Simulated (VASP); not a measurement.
## N: single point with PBE+D3(BJ)

System: N.

```
N
1.0
     9.67203    0.00000    0.00000
     0.00000    9.67203    0.00000
     0.00000    0.00000    9.67203
N
24
Direct
  0.08415 0.95101 0.10028
  0.14989 0.86718 0.14289
  0.78363 0.35278 0.93544
  0.71475 0.44193 0.94853
  0.94235 0.91082 0.72581
  0.02923 0.85544 0.77057
  0.69215 0.28187 0.55314
  0.68481 0.20856 0.46649
  0.46335 0.07949 0.82990
  0.49059 0.18887 0.82341
  0.37588 0.48700 0.65724
  0.28560 0.44024 0.70958
  0.61304 0.94464 0.16266
  0.50041 0.95902 0.14510
  0.52378 0.43788 0.31807
  0.45246 0.37504 0.25654
  0.66603 0.84934 0.53077
  0.73226 0.76111 0.50693
  0.35304 0.84015 0.57385
  0.28698 0.93203 0.58507
  0.92216 0.51547 0.57021
  0.96057 0.44193 0.64774
  0.14756 0.23770 0.98549
  0.07888 0.20911 0.89628
```

| Item | Value |
| --- | --- |
| Program | VASP 6.6.1 |
| Task | single point |
| Functional | PBE |
| Dispersion | D3(BJ) |
| Potentials or basis | VASP PAW PBE potentials, release 64 (N_h) |
| Cutoff | 1000 eV |
| k mesh | 1 × 1 × 1 |
| Occupations | fermi-dirac, width 0.02 eV |
| Spin | no spin polarisation |
| Dipole correction | no |
| Further INCAR settings | LREAL = Auto; ALGO = Normal; EDIFF = 1e-06; NBANDS = 78 |

```json
{
  "Pressure": "0.3 GPa",
  "Largest force": "2.806 eV/Å",
  "Dispersion energy per atom": "-0.032 eV"
}
```

Forces in eV/Å, atoms in the order of the input:
```
N    0.543 -0.838  0.436
N   -0.555  0.721 -0.354
N    0.441 -0.629 -0.070
N   -0.488  0.652  0.096
N   -1.846  1.208 -0.928
N    1.836 -1.205  0.967
N   -0.017  0.127  0.289
N    0.018 -0.267 -0.227
N   -0.358 -1.484  0.093
N    0.364  1.462 -0.075
N   -0.375 -0.194  0.206
N    0.422  0.222 -0.219
N   -1.152  0.144 -0.171
N    1.157 -0.138  0.206
N    0.639  0.684  0.525
N   -0.704 -0.606 -0.616
N   -0.922  1.290  0.331
N    0.866 -1.210 -0.394
N    0.155 -0.339 -0.049
N   -0.199  0.327  0.000
N   -0.095  0.373 -0.440
N    0.212 -0.382  0.457
N   -1.645 -0.616 -2.182
N    1.703  0.695  2.120
```

Stress tensor (GPa, compression positive):
```
 0.13 -0.33 -0.06
-0.33  0.77 -0.10
-0.06 -0.10 -0.14
```

Levels at points of the mesh, in eV from the Fermi level:
```tsv
k point	band 56	band 57	band 58	band 59	band 60	band 61	band 62	band 63	band 64	band 65
(0.00, 0.00, 0.00)	-0.85	-0.79	-0.77	-0.62	-0.55	6.91	6.95	7.01	7.03	7.08
```

It took 2.8 min on 1 thread of Intel(R) Xeon(R) 6975P-C (Granite Rapids), on a shared host, peak memory 1.5 GiB.

Caveat: the k points lie up to 0.65 Å⁻¹ apart.
